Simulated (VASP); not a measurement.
The system is TePtW5.

```xyz
14
Lattice="3.2000 0.0000 0.0000 0.0000 3.2000 0.0000 0.0000 0.0000 24.8000" Properties=species:S:1:pos:R:3 pbc="T T T"
Te    0.0000    1.6000   23.3492
Te    1.6000    0.0000    1.4508
Pt    1.6000    0.0000   21.3999
Pt    0.0000    1.6000    3.4001
W     1.6000    0.0000    5.2006
W     0.0000    1.6000    6.8002
W     0.0000    1.6000    9.9994
W     1.6000    0.0000   11.5990
W     1.6000    0.0000    8.3998
W     1.6000    0.0000   17.9998
W     0.0000    1.6000   16.4002
W     1.6000    0.0000   14.8006
W     0.0000    1.6000   13.2010
W     0.0000    1.6000   19.5994
```

* Program: VASP 6.6.1
* Task: relaxation of cell and atoms
* Functional: PBE
* Potentials or basis: VASP PAW PBE potentials, release 64 (Te, Pt, W_sv)
* Cutoff: 600 eV
* k mesh: 5 × 5 × 1
* Occupations: gaussian, width 0.2 eV
* Spin: no spin polarisation

At the start: pressure -5.3 GPa; volume 18.14 Å³/atom.

Q: Where does the relaxation end?

A: Over 16 steps the energy falls by 43.8 meV/atom and the volume is 17.93 Å³/atom (-1.2 %); space group P4/nmm (No. 129, to 0.1 Å) before and after.

Step by step:
```csv
step,energy change (eV),largest force (eV/Å),pressure (GPa),volume (Å³)
1,0.0000,0.8112,-5.33,253.95
2,0.5637,0.6022,18.42,232.38
3,-0.1656,0.7470,1.40,246.71
4,-0.3365,0.5311,0.86,247.43
5,-0.4035,0.6070,0.60,248.24
6,-0.5057,0.5210,-1.85,251.44
7,-0.5141,0.5228,-2.66,252.64
8,-0.5667,0.3817,1.71,248.64
9,-0.5704,0.3302,0.81,249.44
10,-0.5887,0.2607,0.20,250.16
11,-0.5927,0.2120,-0.21,250.67
12,-0.6012,0.1624,0.10,250.42
13,-0.6072,0.1525,0.61,250.03
14,-0.6101,0.1166,-0.72,251.54
15,-0.6108,0.1273,-0.34,251.08
16,-0.6137,0.0670,-0.15,251.03
```

Final structure:
```yaml
crystal:
  lattice:
    - [3.24895, 0.00000, 0.00000]
    - [0.00000, 3.24895, 0.00000]
    - [0.00000, 0.00000, 23.78155]
  atoms:
    - { symbol: Te, position: [0.00000, 0.50000, 0.93183] }
    - { symbol: Te, position: [0.50000, 0.00000, 0.06817] }
    - { symbol: Pt, position: [0.50000, 0.00000, 0.85683] }
    - { symbol: Pt, position: [0.00000, 0.50000, 0.14317] }
    - { symbol: W, position: [0.50000, 0.00000, 0.20663] }
    - { symbol: W, position: [0.00000, 0.50000, 0.26813] }
    - { symbol: W, position: [0.00000, 0.50000, 0.40063] }
    - { symbol: W, position: [0.50000, 0.00000, 0.46700] }
    - { symbol: W, position: [0.50000, 0.00000, 0.33484] }
    - { symbol: W, position: [0.50000, 0.00000, 0.73187] }
    - { symbol: W, position: [0.00000, 0.50000, 0.66516] }
    - { symbol: W, position: [0.50000, 0.00000, 0.59937] }
    - { symbol: W, position: [0.00000, 0.50000, 0.53300] }
    - { symbol: W, position: [0.00000, 0.50000, 0.79337] }
```

Caveat: the k points lie up to 0.39 Å⁻¹ apart in the final cell; this functional lacks dispersion, which binds the layers, so the pressure and a relaxed spacing across them are unreliable; the relaxation stopped at a loose force limit of 0.08 eV/Å, so its end isn't a converged minimum.
